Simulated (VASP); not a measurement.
Here is a VASP 6.6.1 calculation.

Contents of INCAR:

```
SYSTEM = NaPbBr3
  ALGO = Normal
  EDIFF = 1E-6
  ENCUT = 520
  GGA = PE
  ISIF = 2
  ISMEAR = -1
  LASPH = .TRUE.
  LCHARG = .FALSE.
  LREAL = .FALSE.
  LWAVE = .FALSE.
  NBANDS = 29
  NELM = 80
  PREC = Accurate
  SIGMA = 0.02
```

File KPOINTS:

```
k-points
0
G
  4 4 4
  0 0 0
```

The input POSCAR:

```
NaPbBr3
1.0
    5.9985059928      0.0000000000      0.0000000000
    0.0000000000      5.9985059928      0.0000000000
    0.0000000000      0.0000000000      5.9985059928
Na Pb Br
1 1 3
Direct
    0.0000000000      0.0000000000      0.0000000000
    0.5000000000      0.5000000000      0.5000000000
    0.5000000000      0.5000000000      0.0000000000
    0.5000000000      0.0000000000      0.5000000000
    0.0000000000      0.5000000000      0.5000000000
```

Potentials or basis: VASP PAW PBE potentials, release 64 (Na_pv, Pb_d, Br).

Launch:

```bash
$ cat potpaw_PBE.64/Na_pv/POTCAR potpaw_PBE.64/Pb_d/POTCAR potpaw_PBE.64/Br/POTCAR > POTCAR
$ mpirun -np 1 vasp_std > vasp.out
```

(1) Predict the pressure.

(2) What does it give for the band gap on the k mesh?

## Answers

(1) -0.4 GPa.

(2) 1.81 eV.

Caveat: the cell differs from its parent crystal (strain +1.5%); spin-orbit coupling is left out, which moves the levels of the heavy elements.
